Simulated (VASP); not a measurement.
# HfO2 (R-3m) in VASP: a series of runs

Runs on HfO2. Level: PBE. Tasks: single point.

Everything below comes from runs of VASP 6.6.1. Logs are shortened: lines on timing, memory, paths and dates and some standing lists are left out, and cuts for length are marked.

### Step 1. The cell of the first run

Symmetry: R-3m, No. 166, trigonal system. The conventional cell has a = 3.446 Å, b = 3.446 Å, c = 9.147 Å, α = 90.00°, β = 90.00°, γ = 120.00°. Within 2.8 Å of Hf (site symmetry -3m) lie 8 O at 2.13 to 2.29 Å. Within 2.8 Å of O (site symmetry 3m) lie 4 Hf at 2.13 to 2.29 Å and 6 O at 2.51 Å.

### Step 2. Single point, PBE

INCAR reads:

```
  ALGO = Normal
  EDIFF = 1E-6
  ENCUT = 520
  GGA = PE
  ISIF = 2
  ISMEAR = 0
  LASPH = True
  LCHARG = False
  LREAL = False
  LWAVE = False
  NBANDS = 18
  NELM = 60
  PREC = Accurate
  SIGMA = 0.05
```

KPOINTS reads:

```
k-points
0
Gamma
  8 8 8
```

POSCAR reads:

```
HfO2
1.0
    0.1359609561      2.5725372310      2.5725372310
    2.5725372310      0.1359609561      2.5725372310
    2.5725372310      2.5725372310      0.1359609561
Hf O
1 2
Direct
    0.0000000000      0.0000000000      0.0000000000
    0.2500000000      0.2500000000      0.2500000000
    0.7500000000      0.7500000000      0.7500000000
```

Potentials or basis: VASP PAW PBE potentials, release 64 (Hf_pv, O).

Command:

```console
> cat potpaw_PBE.64/Hf_pv/POTCAR potpaw_PBE.64/O/POTCAR > POTCAR
> mpirun -np 1 vasp_std > vasp.out
```

OUTCAR:

```text
EDIFF = 1E-6
   ENCUT = 520
   GGA = PE
   ISIF = 2
   ISMEAR = 0
   LASPH = True
   LREAL = False
   NELM = 60
   PREC = Accurate

 ion  position               nearest neighbor table
   1  0.000  0.000  0.000-   3 2.13   3 2.13   3 2.13   2 2.13   2 2.13   2 2.13   3 2.29   2 2.29

   2  0.250  0.250  0.250-   1 2.13   1 2.13   1 2.13   1 2.29
   3  0.750  0.750  0.750-   1 2.13   1 2.13   1 2.13   1 2.29

  LATTYP: Found a trigonal (rhomboedric) cell.
 ALAT       =     3.6406566703
 COS(alpha) =     0.5520798785

  Lattice vectors:

 A1 = (   0.1359609561,   2.5725372310,   2.5725372310)
 A2 = (   2.5725372310,   0.1359609561,   2.5725372310)
 A3 = (   2.5725372310,   2.5725372310,   0.1359609561)

Analysis of symmetry for initial positions (statically):
=====================================================================
 Subroutine PRICEL returns:
 Original cell was already a primitive cell.

 Routine SETGRP: Setting up the symmetry group for a
 trigonal (rhombohedral) supercell.

 Subroutine GETGRP returns: Found 12 space group operations
 (whereof 12 operations were pure point group operations)
 out of a pool of 12 trial point group operations.

The static configuration has the point symmetry D_3d.

Analysis of symmetry for dynamics (positions and initial velocities):
=====================================================================
 Subroutine PRICEL returns:
 Original cell was already a primitive cell.

 Routine SETGRP: Setting up the symmetry group for a
 trigonal (rhombohedral) supercell.

 Subroutine GETGRP returns: Found 12 space group operations
 (whereof 12 operations were pure point group operations)
 out of a pool of 12 trial point group operations.

The dynamic configuration has the point symmetry D_3d.

 Subroutine INISYM returns: Found 12 space group operations
 (whereof 12 operations are pure point group operations),
 and found     1 'primitive' translations

----------------------------------------------------------------------------------------

                                     Primitive cell

  volume of cell :      31.3530

  direct lattice vectors                    reciprocal lattice vectors
     0.135960956  2.572537231  2.572537231    -0.210489026  0.199922916  0.199922916
     2.572537231  0.135960956  2.572537231     0.199922916 -0.210489026  0.199922916
     2.572537231  2.572537231  0.135960956     0.199922916  0.199922916 -0.210489026

  length of vectors
     3.640656670  3.640656670  3.640656670     0.352482588  0.352482588  0.352482588

  position of ions in fractional coordinates (direct lattice)
     0.000000000  0.000000000  0.000000000
     0.250000000  0.250000000  0.250000000
     0.750000000  0.750000000  0.750000000

  ion indices of the primitive-cell ions
   primitive index   ion index
                 1           1
                 2           2
                 3           3

----------------------------------------------------------------------------------------

 KPOINTS: k-points

Automatic generation of k-mesh.
 Grid dimensions read from file:
 generate k-points for:    8    8    8

 Generating k-lattice:

  Cartesian coordinates                     Fractional coordinates (reciprocal lattice)
    -0.026311128  0.024990364  0.024990364     0.125000000 -0.000000000 -0.000000000
     0.024990364 -0.026311128  0.024990364    -0.000000000  0.125000000 -0.000000000
     0.024990364  0.024990364 -0.026311128    -0.000000000 -0.000000000  0.125000000

  Length of vectors
     0.044060323  0.044060323  0.044060323

  Shift w.r.t. Gamma in fractional coordinates (k-lattice)
     0.000000000  0.000000000  0.000000000

 Subroutine IBZKPT returns following result:
 ===========================================

 Found     65 irreducible k-points:

 Following reciprocal coordinates:
            Coordinates               Weight
  0.000000  0.000000  0.000000      1.000000
  0.125000  0.000000  0.000000      6.000000
  0.250000  0.000000  0.000000      6.000000
  0.375000  0.000000  0.000000      6.000000
  0.500000  0.000000  0.000000      3.000000
  0.125000  0.125000  0.000000      6.000000
[... 16 lines left out ...]
  0.250000  0.125000  0.125000      6.000000
  0.375000  0.125000  0.125000      6.000000
 [... further k-points ...]
   k-points           NKPTS =     65   k-points in BZ     NKDIM =     65   number of bands    NBANDS=     18
   number of dos      NEDOS =    301   number of ions     NIONS =      3
   total plane-waves  NPLWV =  21952
   dimension x,y,z NGX =    28 NGY =   28 NGZ =   28
   dimension x,y,z NGXF=    56 NGYF=   56 NGZF=   56
   ions per type =               1   2
   NGX,Y,Z   is equivalent  to a cutoff of  12.79, 12.79, 12.79 a.u.
   NGXF,Y,Z  is equivalent  to a cutoff of  25.57, 25.57, 25.57 a.u.
 SYSTEM =  unknown system
   PREC   = accura    normal or accurate (medium, high low for compatibility)
   ISTART =      0    job   : 0-new  1-cont  2-samecut
   ICHARG =      2    charge: 1-file 2-atom 10-const
   ISPIN  =      1    spin polarized calculation?
   LNONCOLLINEAR =      F non collinear calculations
   LSORBIT =      F    spin-orbit coupling
   LASPH  =      T    aspherical Exc in radial PAW
   ENCUT  =  520.0 eV  38.22 Ry    6.18 a.u.   6.77  6.77  6.77*2*pi/ulx,y,z
   NELM   =     60;   NELMIN=  2; NELMDL= -5     # of ELM steps
   EDIFF  = 0.1E-05   stopping-criterion for ELM
   LREAL  =      F    real-space projection
   EDIFFG = 0.1E-04   stopping-criterion for IOM
   NSW    =      0    number of steps for IOM
   IBRION =     -1    ionic relax: 0-MD 1-quasi-New 2-CG
   NFREE  =      0    steps in history (QN), initial steepest desc. (CG)
   ISIF   =      2    stress and relaxation
   ISYM   =      2    0-nonsym 1-usesym 2-fastsym
   POTIM  = 0.5000    time-step for ionic-motion
   TEBEG  =    0.0;   TEEND  =   0.0 temperature during run
   PSTRESS=    0.0 pullay stress
   NELECT =      22.0000    total number of electrons
   NUPDOWN=      -1.0000    fix difference up-down
   EMIN   =  10.00;   EMAX   =-10.00  energy-range for DOS
   EFERMI =   0.00;   METHOD = LEGACY
   ISMEAR =     0;   SIGMA  =   0.05  broadening in eV -4-tet -1-fermi 0-gaus
   EFERMI_NEDOS =   21; number of points for ismear=-14 and -15
   IALGO  =     38    algorithm
   IMIX   =      4    mixing-type and parameters
     AMIX     =   0.40;   BMIX     =  1.00
     AMIX_MAG =   1.60;   BMIX_MAG =  1.00
  volume/ion in A,a.u.               =      10.45        70.53
  Fermi-wavevector in a.u.,A,eV,Ry     =   1.454753  2.749085 28.794108  2.116307
  Thomas-Fermi vector in A             =   2.571867
   LORBIT       =      0    0 simple, 1 ext, 2 COOP (PROOUT), +10 PAW based schemes
   GGA     = PE    functional components
   LHFCALC =     F    Hartree Fock is set to
   AEXX    =    0.0000 exact exchange contribution
   IVDW    =     0    specifies the selected vdW correction
   LEPSILON=     F    determine dielectric tensor
   LRPA    =     F    only Hartree local field effects (RPA)
 non-spin polarized calculation
 Gauss-broadening in eV      SIGMA  =   0.05
  energy-cutoff  :      520.00
  volume of cell :       31.35
 maximum number of plane-waves:       857
   NGX = 13   NGY = 13   NGZ = 13

 number of electron      22.0000012 magnetization

 Free energy of the ion-electron system (eV)
  ---------------------------------------------------
  ext. energy  EPLUGINS =         0.00000000
  ---------------------------------------------------
  free energy    TOTEN  =       -30.12152017 eV

  energy without entropy =      -30.12152017  energy(sigma->0) =      -30.12152017

 E-fermi :   4.8678     XC(G=0): -12.0423

 val. band max:        4.5660009488   @ k =   0.5000   0.5000   0.0000
 cond. band min:       8.5339396474   @ k =   0.5000   0.5000   0.0000
 fundamental gap:      3.9679386986
 Fermi energy:         4.8677789334

 k-point     1 :       0.0000    0.0000    0.0000
  band No.  band energies     occupation
      1     -24.9409      2.00000
      2     -24.8739      2.00000
      3     -24.8739      2.00000
      4     -14.3854      2.00000
      5     -11.1474      2.00000
      6      -1.1085      2.00000
[... 10 lines left out ...]
     17      15.8041      0.00000
     18      17.8452      0.00000

 k-point     2 :       0.1250    0.0000    0.0000
  band No.  band energies     occupation
      1     -24.9733      2.00000
      2     -24.9395      2.00000
      3     -24.8865      2.00000
      4     -14.1355      2.00000
      5     -11.3519      2.00000
      6      -0.9229      2.00000
[... 10 lines left out ...]
     17      15.5447      0.00000
     18      18.4277      0.00000

 k-point     3 :       0.2500    0.0000    0.0000
  band No.  band energies     occupation
      1     -25.1828      2.00000
      2     -24.9549      2.00000
      3     -24.9166      2.00000
      4     -13.5626      2.00000
      5     -11.7373      2.00000
      6      -0.4990      2.00000
[... 10 lines left out ...]
     17      15.0614      0.00000
     18      17.9594      0.00000

 k-point     4 :       0.3750    0.0000    0.0000
  band No.  band energies     occupation
      1     -25.3816      2.00000
      2     -24.9665      2.00000
      3     -24.9465      2.00000
      4     -13.1562      2.00000
      5     -11.8553      2.00000
      6      -0.0834      2.00000
[... 375 lines left out ...]
      4     -14.2037      2.00000
      5     -11.2944      2.00000
      6      -0.8122      2.00000
[... 10 lines left out ...]
     17      15.5303      0.00000
     18      17.8267      0.00000

 k-point    23 :       0.2500    0.1250    0.1250
  band No.  band energies     occupation
      1     -25.0631      2.00000
      2     -24.9546      2.00000
      3     -24.8900      2.00000
      4     -13.8664      2.00000
      5     -11.5408      2.00000
      6      -0.7966      2.00000
[... 10 lines left out ...]
     17      15.4587      0.00000
     18      18.1350      0.00000

 k-point    24 :       0.3750    0.1250    0.1250
  band No.  band energies     occupation
      1     -25.2175      2.00000
      2     -25.0215      2.00000
      3     -24.9202      2.00000
      4     -13.3095      2.00000
      5     -11.8528      2.00000
      6      -0.5966      2.00000
[... 10 lines left out ...]
     17      15.0607      0.00000
     18      18.0875      0.00000

 [... further k-points ...]

------------------------ aborting loop because EDIFF is reached ----------------------------------------

  FORCE on cell =-STRESS in cart. coord.  units (eV):
  Direction    XX          YY          ZZ          XY          YZ          ZX
  --------------------------------------------------------------------------------------
  -------------------------------------------------------------------------------------
  Total        2.5458667      2.5458667      2.5458667     -0.9463078     -0.9463078     -0.9463078
  in kB      130.0969589    130.0969589    130.0969589    -48.3575042    -48.3575042    -48.3575042
  external PRESSURE =     130.0969589 kB  Pullay stress =       0.0000000 kB

 VOLUME and BASIS-vectors are now :
 -----------------------------------------------------------------------------
  energy-cutoff  :      520.00
  volume of cell :       31.35
      direct lattice vectors                 reciprocal lattice vectors
     0.135960956  2.572537231  2.572537231    -0.210489026  0.199922916  0.199922916
     2.572537231  0.135960956  2.572537231     0.199922916 -0.210489026  0.199922916
     2.572537231  2.572537231  0.135960956     0.199922916  0.199922916 -0.210489026

 POSITION                                       TOTAL-FORCE (eV/Angst)
 -----------------------------------------------------------------------------------
      0.00000      0.00000      0.00000         0.000000      0.000000     -0.000000
      1.32026      1.32026      1.32026        -0.362200     -0.362200     -0.362200
      3.96078      3.96078      3.96078         0.362200      0.362200      0.362200
 -----------------------------------------------------------------------------------
    total drift:                                0.000000      0.000000      0.000000

  FREE ENERGIE OF THE ION-ELECTRON SYSTEM (eV)
  ---------------------------------------------------
  free  energy   TOTEN  =       -30.1215201704 eV

  energy  without entropy=      -30.1215201704  energy(sigma->0) =      -30.12152017
```

It took 22 s on 1 thread of Intel Xeon Platinum 8488C (Sapphire Rapids), shared host; peak memory 0.17 GiB.

Results:

```yaml
Free_energy: -30.1215 eV
Pressure: 13.0 GPa
Largest_force: 0.627 eV/Å
Band_gap_on_the_k_mesh: 3.97 eV, direct
```

Forces on the atoms (eV/Å):
```
Hf   0.000  0.000  0.000
O   -0.362 -0.362 -0.362
O    0.362  0.362  0.362
```

Caveat: spin-orbit coupling is left out, which moves the levels of the heavy elements. A k mesh can miss the band edges.

### Step 3. Single point, PBE

This run uses another cell than the first one, of the same volume but with other edges.

INCAR reads:

```
SYSTEM = HfO2
  ALGO = Normal
  EDIFF = 1E-7
  ENCUT = 520
  GGA = PE
  ISIF = 2
  ISMEAR = 0
  LASPH = .True.
  LCHARG = .False.
  LREAL = .False.
  LWAVE = .False.
  NBANDS = 18
  NELM = 60
  PREC = Accurate
  SIGMA = 0.05
```

KPOINTS reads:

```
k-points
0
Gamma
  8 8 8
  0 0 0
```

POSCAR reads:

```
HfO2
1.0
   -0.1323040732      2.4383709245      2.4383709245
    2.4383709245     -0.1323040732      2.4383709245
    2.4383709245      2.4383709245     -0.1323040732
Hf O
1 2
Direct
    0.0000000000      0.0000000000      0.0000000000
    0.2500000000      0.2500000000      0.2500000000
    0.7500000000      0.7500000000      0.7500000000
```

Potentials or basis: VASP PAW PBE potentials, release 64 (Hf_pv, O).

Command:

```console
> cat potpaw_PBE.64/Hf_pv/POTCAR potpaw_PBE.64/O/POTCAR > POTCAR
> mpirun -np 1 vasp_std > vasp.out
```

OUTCAR:

```text
SYSTEM = HfO2
   EDIFF = 1E-7
   ENCUT = 520
   GGA = PE
   ISIF = 2
   ISMEAR = 0
   LASPH = .True.
   LREAL = .False.
   NELM = 60
   PREC = Accurate

 ion  position               nearest neighbor table
   1  0.000  0.000  0.000-   2 2.05   3 2.05   3 2.21   3 2.21   3 2.21   2 2.21   2 2.21   2 2.21

   2  0.250  0.250  0.250-   1 2.05   1 2.21   1 2.21   1 2.21
   3  0.750  0.750  0.750-   1 2.05   1 2.21   1 2.21   1 2.21

  LATTYP: Found a trigonal (rhomboedric) cell.
 ALAT       =     3.4509143569
 COS(alpha) =     0.4450856131

  Lattice vectors:

 A1 = (  -0.1323040732,   2.4383709245,   2.4383709245)
 A2 = (   2.4383709245,  -0.1323040732,   2.4383709245)
 A3 = (   2.4383709245,   2.4383709245,  -0.1323040732)

Analysis of symmetry for initial positions (statically):
=====================================================================
 Subroutine PRICEL returns:
 Original cell was already a primitive cell.

 Routine SETGRP: Setting up the symmetry group for a
 trigonal (rhombohedral) supercell.

[... 166 lines left out ...]

  energy without entropy =      -30.08917335  energy(sigma->0) =      -30.08917335

 E-fermi :   4.8702     XC(G=0): -12.0424

 val. band max:        4.5712740852   @ k =   0.5000   0.5000   0.0000
 cond. band min:       8.5473295264   @ k =   0.5000   0.5000   0.0000
 fundamental gap:      3.9760554413
 Fermi energy:         4.8701978251

 k-point     1 :       0.0000    0.0000    0.0000
  band No.  band energies     occupation
      1     -24.8944      2.00000
      2     -24.8944      2.00000
      3     -24.8939      2.00000
      4     -14.3894      2.00000
      5     -11.1366      2.00000
      6      -1.0550      2.00000
[... 481 lines left out ...]
      5     -11.9516      2.00000
      6      -0.3685      2.00000
[... 10 lines left out ...]
     17      15.6565      0.00000
     18      17.6721      0.00000

 [... further k-points ...]

------------------------ aborting loop because EDIFF is reached ----------------------------------------

  FORCE on cell =-STRESS in cart. coord.  units (eV):
  Direction    XX          YY          ZZ          XY          YZ          ZX
  --------------------------------------------------------------------------------------
  -------------------------------------------------------------------------------------
  Total        2.6308569      2.6308569      2.6308569      1.5570768      1.5570768      1.5570768
  in kB      134.4400647    134.4400647    134.4400647     79.5685612     79.5685612     79.5685612
  external PRESSURE =     134.4400647 kB  Pullay stress =       0.0000000 kB

 VOLUME and BASIS-vectors are now :
 -----------------------------------------------------------------------------
  energy-cutoff  :      520.00
  volume of cell :       31.35
      direct lattice vectors                 reciprocal lattice vectors
    -0.132304073  2.438370925  2.438370925    -0.189077549  0.199925340  0.199925340
     2.438370925 -0.132304073  2.438370925     0.199925340 -0.189077549  0.199925340
     2.438370925  2.438370925 -0.132304073     0.199925340  0.199925340 -0.189077549

 POSITION                                       TOTAL-FORCE (eV/Angst)
 -----------------------------------------------------------------------------------
      0.00000      0.00000      0.00000         0.000000      0.000000      0.000000
      1.18611      1.18611      1.18611         0.656430      0.656430      0.656430
      3.55833      3.55833      3.55833        -0.656430     -0.656430     -0.656430
 -----------------------------------------------------------------------------------
    total drift:                                0.000000      0.000000      0.000000

  FREE ENERGIE OF THE ION-ELECTRON SYSTEM (eV)
  ---------------------------------------------------
  free  energy   TOTEN  =       -30.0891733466 eV

  energy  without entropy=      -30.0891733466  energy(sigma->0) =      -30.08917335
```

stdout:

```text
POSCAR found type information on POSCAR HfO
 POSCAR found :  2 types and       3 ions
 scaLAPACK will be used
 LDA part: xc-table for (Slater+PW92), standard interpolation
 POSCAR, INCAR and KPOINTS ok, starting setup
 FFT: planning ... GRIDC
 FFT: planning ... GRID_SOFT
 FFT: planning ... GRID
 WAVECAR not read
 entering main loop
```

It took 24 s on 1 thread of Intel Xeon Platinum 8488C (Sapphire Rapids), shared host; peak memory 0.17 GiB.

What came out:

```
Free energy            : -30.0892 eV
Pressure               : 13.4 GPa
Largest force          : 1.137 eV/Å
Band gap on the k mesh : 3.98 eV, direct
```

Forces in eV/Å, atoms in the order of the input:
```
Hf   0.000  0.000  0.000
O    0.656  0.656  0.656
O   -0.656 -0.656 -0.656
```

Stress tensor (GPa, compression positive):
```
13.44  7.96  7.96
 7.96 13.44  7.96
 7.96  7.96 13.44
```

Caveat: spin-orbit coupling is left out, which moves the levels of the heavy elements; forces of over 1 eV/Å act on the atoms, so gaps and moduli don't describe the material at rest.

### Step 4. Single point, PBE

This run uses another cell than the first one, of 10.75 Å³/atom, 1.028 times its volume.

INCAR reads:

```
  ALGO = Normal
  EDIFF = 1E-6
  ENCUT = 520
  GGA = PE
  ISIF = 2
  ISMEAR = 0
  LASPH = True
  LCHARG = True
  LELF = True
  LREAL = False
  LVHAR = True
  LWAVE = False
  NBANDS = 18
  NELM = 60
  PREC = Accurate
  SIGMA = 0.05
```

KPOINTS reads:

```
k-points
0
Gamma
  8 8 8
```

POSCAR reads:

```
HfO2
1.0
    0.2073866356      2.6339073325      2.6339073325
    2.6339073325      0.2073866356      2.6339073325
    2.6339073325      2.6339073325      0.2073866356
Hf O
1 2
Direct
    0.0000000000      0.0000000000      0.0000000000
    0.2500000000      0.2500000000      0.2500000000
    0.7500000000      0.7500000000      0.7500000000
```

Command:

```console
> cat potpaw_PBE.64/Hf_pv/POTCAR potpaw_PBE.64/O/POTCAR > POTCAR
> mpirun -np 1 vasp_std > vasp.out
```

Wall time 23 s (1 thread of Intel Xeon Platinum 8488C (Sapphire Rapids), shared host); peak memory 0.18 GiB.

The run converged. Its results:

* Free energy: -30.0956 eV
* Pressure: 7.2 GPa
* Largest force: 0.614 eV/Å
* Band gap on the k mesh: 3.95 eV, direct

Forces in eV/Å, atoms in the order of the input:
```
Hf   0.000  0.000  0.000
O   -0.355 -0.355 -0.355
O    0.355  0.355  0.355
```

Stress tensor (GPa, compression positive):
```
 7.19 -5.29 -5.29
-5.29  7.19 -5.29
-5.29 -5.29  7.19
```

Levels at points of the mesh, in eV from the valence-band top:
```tsv
k point	band 8	band 9	band 10	band 11	band 12	band 13	band 14	band 15
(0.00, 0.00, 0.00)	-5.27	-0.63	-0.63	-0.39	4.05	4.05	5.96	9.88
(0.50, 0.00, 0.00)	-3.24	-2.66	-1.90	-1.65	4.62	5.25	7.36	8.90
(0.50, 0.50, 0.00)	-3.09	-2.08	-1.01	0.00	3.95	5.79	6.08	8.43
(0.50, 0.50, 0.50)	-2.86	-2.59	-1.63	-1.63	4.58	4.58	5.98	9.31
```

Caveat: spin-orbit coupling is left out, which moves the levels of the heavy elements.

(Part 1 of 2 ends here.)
